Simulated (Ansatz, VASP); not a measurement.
# One calculation of MgO, two programs

```
CELL_PARAMETERS angstrom
0.00000 2.10709 2.10709
2.10709 0.00000 2.10709
2.10709 2.10709 0.00000
ATOMIC_POSITIONS crystal
Mg 0.00000 0.00000 0.00000
O 0.50000 0.50000 0.50000
```

Alike in both runs: functional PBEsol; k mesh 10 × 10 × 10; occupations gaussian, width 0.02 eV; no spin polarisation.

Ansatz relaxed the structure, and its values are those at the end. VASP's run is a single point on that final structure, the one shown.

```csv
,VASP,Ansatz
version,VASP 6.6.1,Ansatz 0.2.0
potentials or method,"VASP PAW PBE potentials, release 64 (Mg, O), cutoff 600 eV","scalar-relativistic, plane waves, PAW"
valence electrons in the cell,8,16
```

Ansatz gave:

| Quantity | Value |
| --- | --- |
| gap on the k mesh at the Fermi level (eV) | 4.62 |
| least direct gap on the mesh (eV) | 4.62 |
| pressure (GPa) | 0.0 |

Question: Which values does VASP return?

Answer: gap on the k mesh at the Fermi level (eV): 4.62; least direct gap on the mesh (eV): 4.62; pressure (GPa): -0.7.

VASP's potentials were made for PBE, not for PBEsol. VASP's potentials hold 8 valence electrons a cell and Ansatz's 16, so a difference there can come from the potentials and not from the codes.
